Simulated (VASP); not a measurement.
# Pt (Fm-3m) in VASP: a series of runs, part 3 of 3

VASP 6.6.1. The steps go on from the part before.

## (4) Single point, PBE

File INCAR:

```
SYSTEM = Pt
PREC = Accurate
ENCUT = 500
EDIFF = 1E-6
ISMEAR = 0
SIGMA = 0.2
LREAL = .FALSE.
LASPH = .TRUE.
NELM = 120
ALGO = Normal
ISIF = 2
LWAVE = .FALSE.
LCHARG = .FALSE.
GGA = PE
NBANDS = 11
GGA_COMPAT = .FALSE.
```

File KPOINTS:

```
Automatic mesh
0
G
  13 13 13
  0 0 0
```

File POSCAR:

```
Pt
1.0
    0.0000000000      1.9609000000      1.9609000000
    1.9609000000      0.0000000000      1.9609000000
    1.9609000000      1.9609000000      0.0000000000
Pt
1
Direct
    0.0000000000      0.0000000000      0.0000000000
```

Potentials or basis: VASP PAW PBE potentials, release 64 (Pt).

Command:

```sh
> cat potpaw_PBE.64/Pt/POTCAR > POTCAR
> mpirun -np 1 vasp_std > vasp.out
```

OUTCAR:

```text
SYSTEM = Pt
   PREC = Accurate
   ENCUT = 500
   EDIFF = 1E-6
   ISMEAR = 0
   LREAL = .FALSE.
   LASPH = .TRUE.
   NELM = 120
   ISIF = 2
   GGA = PE

 ion  position               nearest neighbor table
   1  0.000  0.000  0.000-

  LATTYP: Found a face centered cubic cell.
 ALAT       =     3.9218000000

  Lattice vectors:

 A1 = (   0.0000000000,   1.9609000000,   1.9609000000)
 A2 = (   1.9609000000,   0.0000000000,   1.9609000000)
 A3 = (   1.9609000000,   1.9609000000,   0.0000000000)

Analysis of symmetry for initial positions (statically):
=====================================================================
 Subroutine PRICEL returns:
 Original cell was already a primitive cell.

 Routine SETGRP: Setting up the symmetry group for a
 face centered cubic supercell.

 Subroutine GETGRP returns: Found 48 space group operations
 (whereof 48 operations were pure point group operations)
 out of a pool of 48 trial point group operations.

The static configuration has the point symmetry O_h .

Analysis of symmetry for dynamics (positions and initial velocities):
=====================================================================
 Subroutine PRICEL returns:
 Original cell was already a primitive cell.

 Routine SETGRP: Setting up the symmetry group for a
 face centered cubic supercell.

 Subroutine GETGRP returns: Found 48 space group operations
 (whereof 48 operations were pure point group operations)
 out of a pool of 48 trial point group operations.

The dynamic configuration has the point symmetry O_h .

 Subroutine INISYM returns: Found 48 space group operations
 (whereof 48 operations are pure point group operations),
 and found     1 'primitive' translations

----------------------------------------------------------------------------------------

                                     Primitive cell

  volume of cell :      15.0798
[... 111 lines left out ...]
   LORBIT       =      0    0 simple, 1 ext, 2 COOP (PROOUT), +10 PAW based schemes
   GGA     = PE    functional components
   LHFCALC =     F    Hartree Fock is set to
   AEXX    =    0.0000 exact exchange contribution
   IVDW    =     0    specifies the selected vdW correction
   LEPSILON=     F    determine dielectric tensor
   LRPA    =     F    only Hartree local field effects (RPA)
 non-spin polarized calculation
 Gauss-broadening in eV      SIGMA  =   0.20
  energy-cutoff  :      500.00
  volume of cell :       15.08
 maximum number of plane-waves:       388
   NGX = 11   NGY = 11   NGZ = 11

 number of electron      10.0000001 magnetization

 Free energy of the ion-electron system (eV)
  ---------------------------------------------------
  ext. energy  EPLUGINS =         0.00000000
  ---------------------------------------------------
  free energy    TOTEN  =        -6.09523714 eV

  energy without entropy =       -6.05488596  energy(sigma->0) =       -6.07506155

 E-fermi :  11.2561     XC(G=0): -13.4928

 val. band max:       11.2424869042   @ k =   0.4615   0.0000   0.0000
 cond. band min:      11.2603794624   @ k =  -0.4615   0.3077   0.0769
 fundamental gap:      0.0178925581
 Fermi energy:        11.2560568010

 k-point     1 :       0.0000    0.0000    0.0000
  band No.  band energies     occupation
      1       1.0493      2.00000
      2       7.4728      2.00000
      3       7.4728      2.00000
      4       7.4728      2.00000
      5       9.6264      2.00000
      6       9.6264      2.00000
      7      25.9078      0.00000
      8      30.8732      0.00000
      9      30.8732      0.00000
     10      30.8732      0.00000
     11      36.2193      0.00000
[... 309 lines left out ...]
 k-point    24 :       0.4615    0.1538    0.0000
  band No.  band energies     occupation
      1       4.5904      2.00000
      2       6.9426      2.00000
      3       7.8454      2.00000
      4       8.1451      2.00000
      5      11.3544      0.48671
      6      12.7313      0.00000
      7      18.8474      0.00000
      8      26.7159      0.00000
      9      28.7954      0.00000
     10      29.7890      0.00000
     11      38.2724      0.00000

 [... further k-points ...]

------------------------ aborting loop because EDIFF is reached ----------------------------------------

  FORCE on cell =-STRESS in cart. coord.  units (eV):
  Direction    XX          YY          ZZ          XY          YZ          ZX
  --------------------------------------------------------------------------------------
  -------------------------------------------------------------------------------------
  Total        0.9167408      0.9167408      0.9167408      0.0000000      0.0000000      0.0000000
  in kB       97.4004099     97.4004099     97.4004099      0.0000000      0.0000000      0.0000000
  external PRESSURE =      97.4004099 kB  Pullay stress =       0.0000000 kB

 VOLUME and BASIS-vectors are now :
 -----------------------------------------------------------------------------
  energy-cutoff  :      500.00
  volume of cell :       15.08
      direct lattice vectors                 reciprocal lattice vectors
     0.000000000  1.960900000  1.960900000    -0.254984956  0.254984956  0.254984956
     1.960900000  0.000000000  1.960900000     0.254984956 -0.254984956  0.254984956
     1.960900000  1.960900000  0.000000000     0.254984956  0.254984956 -0.254984956

 POSITION                                       TOTAL-FORCE (eV/Angst)
 -----------------------------------------------------------------------------------
      0.00000      0.00000      0.00000         0.000000      0.000000      0.000000
 -----------------------------------------------------------------------------------
    total drift:                               -0.000000     -0.000000     -0.000000

  FREE ENERGIE OF THE ION-ELECTRON SYSTEM (eV)
  ---------------------------------------------------
  free  energy   TOTEN  =        -6.0952371414 eV

  energy  without entropy=       -6.0548859555  energy(sigma->0) =       -6.07506155
```

Run time: 7.6 s. Hardware: 1 thread of AMD EPYC 7R13 (Zen 3), shared host; peak memory 0.1 GiB.

Results:

- Free energy: -6.0952 eV
- Pressure: 9.7 GPa
- Band gap on the k mesh: zero (bands 5 and 6 overlap by 2.17 eV)

Caveat: the cell stands under pressure; spin-orbit coupling is left out, which moves the levels of the heavy elements.

## (5) Single point, PBE

File INCAR:

```
PREC = Accurate
ENCUT = 500
EDIFF = 1E-6
ISMEAR = 0
SIGMA = 0.1
LREAL = False
LASPH = True
NELM = 120
ALGO = Normal
ISIF = 2
LWAVE = False
LCHARG = False
GGA = PE
NBANDS = 11
GGA_COMPAT = False
```

File KPOINTS:

```
Automatic mesh
0
Gamma
  13 13 13
```

POSCAR is that of step 4.

Potentials or basis: VASP PAW PBE potentials, release 64 (Pt).

Command:

```sh
> cat potpaw_PBE.64/Pt/POTCAR > POTCAR
> mpirun -np 1 vasp_std > vasp.out
```

OUTCAR:

```text
PREC = Accurate
   ENCUT = 500
   EDIFF = 1E-6
   ISMEAR = 0
   LREAL = False
   LASPH = True
   NELM = 120
   ISIF = 2
   GGA = PE

 ion  position               nearest neighbor table
   1  0.000  0.000  0.000-

  LATTYP: Found a face centered cubic cell.
 ALAT       =     3.9218000000

  Lattice vectors:

 A1 = (   0.0000000000,   1.9609000000,   1.9609000000)
 A2 = (   1.9609000000,   0.0000000000,   1.9609000000)
 A3 = (   1.9609000000,   1.9609000000,   0.0000000000)

Analysis of symmetry for initial positions (statically):
=====================================================================
 Subroutine PRICEL returns:
 Original cell was already a primitive cell.

 Routine SETGRP: Setting up the symmetry group for a
 face centered cubic supercell.

 Subroutine GETGRP returns: Found 48 space group operations
 (whereof 48 operations were pure point group operations)
 out of a pool of 48 trial point group operations.

The static configuration has the point symmetry O_h .

Analysis of symmetry for dynamics (positions and initial velocities):
[... 166 lines left out ...]
      1       1.0492      2.00000
      2       7.4705      2.00000
      3       7.4705      2.00000
      4       7.4705      2.00000
      5       9.6246      2.00000
      6       9.6246      2.00000
      7      25.9071      0.00000
      8      30.8738      0.00000
      9      30.8738      0.00000
     10      30.8738      0.00000
     11      36.2210      0.00000
[... 309 lines left out ...]
 k-point    24 :       0.4615    0.1538    0.0000
  band No.  band energies     occupation
      1       4.5891      2.00000
      2       6.9414      2.00000
      3       7.8439      2.00000
      4       8.1433      2.00000
      5      11.3519      0.17178
      6      12.7296      0.00000
      7      18.8463      0.00000
      8      26.7161      0.00000
      9      28.7948      0.00000
     10      29.7880      0.00000
     11      38.2723      0.00000

 [... further k-points ...]

------------------------ aborting loop because EDIFF is reached ----------------------------------------

  FORCE on cell =-STRESS in cart. coord.  units (eV):
  Direction    XX          YY          ZZ          XY          YZ          ZX
  --------------------------------------------------------------------------------------
  -------------------------------------------------------------------------------------
  Total        0.8907415      0.8907415      0.8907415      0.0000000      0.0000000     -0.0000000
  in kB       94.6380796     94.6380796     94.6380796      0.0000000      0.0000000     -0.0000000
  external PRESSURE =      94.6380796 kB  Pullay stress =       0.0000000 kB

 VOLUME and BASIS-vectors are now :
 -----------------------------------------------------------------------------
  energy-cutoff  :      500.00
  volume of cell :       15.08
      direct lattice vectors                 reciprocal lattice vectors
     0.000000000  1.960900000  1.960900000    -0.254984956  0.254984956  0.254984956
     1.960900000  0.000000000  1.960900000     0.254984956 -0.254984956  0.254984956
     1.960900000  1.960900000  0.000000000     0.254984956  0.254984956 -0.254984956

 POSITION                                       TOTAL-FORCE (eV/Angst)
 -----------------------------------------------------------------------------------
      0.00000      0.00000      0.00000        -0.000000      0.000000     -0.000000
 -----------------------------------------------------------------------------------
    total drift:                               -0.000000     -0.000000     -0.000000

  FREE ENERGIE OF THE ION-ELECTRON SYSTEM (eV)
  ---------------------------------------------------
  free  energy   TOTEN  =        -6.0790328223 eV

  energy  without entropy=       -6.0672901482  energy(sigma->0) =       -6.07316149
```

Wall time 7.6 s (1 thread of AMD EPYC 7R13 (Zen 3), shared host); peak memory 0.1 GiB.

What came out:

* Free energy: -6.0790 eV
* Pressure: 9.5 GPa
* Band gap on the k mesh: zero (bands 5 and 6 overlap by 2.17 eV)

Levels at points of the mesh, in eV from the Fermi level:
```csv
k point,band 3,band 4,band 5,band 6,band 7,band 8
"(0.00, 0.00, 0.00)",-3.78,-3.78,-1.63,-1.63,14.65,19.62
```

Caveat: the cell stands under pressure; spin-orbit coupling is left out, which moves the levels of the heavy elements.

## (6) Summary

```csv
smearing,gap on the mesh (eV),pressure (GPa)
gaussian 0.5 eV,none,10.8
gaussian 0.3 eV,none,10.1
gaussian 0.2 eV,none,9.7
gaussian 0.1 eV,none,9.5
```

Alike in all rows: task single point; level PBE; potentials or basis VASP PAW PBE potentials, release 64 (Pt); no spin polarisation; cell as given; k mesh 13 × 13 × 13; cutoff (eV) 500.

Caveats: the cell stands under pressure; spin-orbit coupling is left out, which moves the levels of the heavy elements; so wide a smearing shifts energies and pressures (at least some runs).

Absolute energies hang on the potentials; compare differences alone.
